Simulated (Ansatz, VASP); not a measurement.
# P: VASP beside Ansatz

```
P
1.0
     4.03169    0.00000    0.00000
     0.00000    4.03169    0.00000
     0.00000    0.00000    4.03169
P
4
Direct
  0.87507 0.87507 0.87507
  0.62493 0.12493 0.37507
  0.12493 0.37507 0.62493
  0.37507 0.62493 0.12493
```

Alike in both runs: functional PBE; k mesh 4 × 4 × 4; occupations gaussian, width 0.1 eV; no spin polarisation.

Ansatz relaxed the structure, and its values are those at the end. VASP's run is a single point on that final structure, the one shown.

|  | VASP | Ansatz |
| --- | --- | --- |
| version | VASP 6.6.1 | Ansatz 0.2.0 |
| potentials or method | VASP PAW PBE potentials, release 64 (P), cutoff 520 eV | scalar-relativistic, plane waves, PAW |
| valence electrons in the cell | 20 | 20 |

```csv
,VASP,Ansatz,Ansatz less VASP
gap on the k mesh at the Fermi level (eV),none,none,-
pressure (GPa),-0.2,0.0,+0.20
```

A gap of «none» marks a metal or a gap that the smearing closes. With one functional, cell and mesh, what is left measures potentials, basis and numerics.

The k mesh is coarse, so the values compare programs but aren't converged.
